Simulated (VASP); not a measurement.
Input of a VASP 6.6.1 run:

File INCAR:

```
  ALGO = Normal
  EDIFF = 1E-6
  ENCUT = 500
  GGA = PS
  GGA_COMPAT = False
  ISIF = 2
  ISMEAR = 0
  LASPH = True
  LCHARG = True
  LELF = True
  LREAL = False
  LVHAR = True
  LWAVE = False
  NBANDS = 11
  NELM = 120
  PREC = Accurate
  SIGMA = 0.01
```

Contents of KPOINTS:

```
k-points
0
Gamma
  5 5 5
```

File POSCAR:

```
AlAs
1.0
    0.0000000000      2.8304000000      2.8304000000
    2.8304000000      0.0000000000      2.8304000000
    2.8304000000      2.8304000000      0.0000000000
Al As
1 1
Direct
    0.0000000000      0.0000000000      0.0000000000
    0.2500000000      0.2500000000      0.2500000000
```

Potentials or basis: VASP PAW PBE potentials, release 64 (Al, As).

Command:

```bash
$ cat potpaw_PBE.64/Al/POTCAR potpaw_PBE.64/As/POTCAR > POTCAR
$ mpirun -np 1 vasp_std > vasp.out
```

(1) Estimate the pressure.

(2) Predict the band gap on the k mesh.

Answers

(1) 0.9 GPa.

(2) 1.53 eV, indirect (least direct gap 1.98 eV).

Caveat: the PAW data sets were made with another functional, which shifts forces and pressure a little.
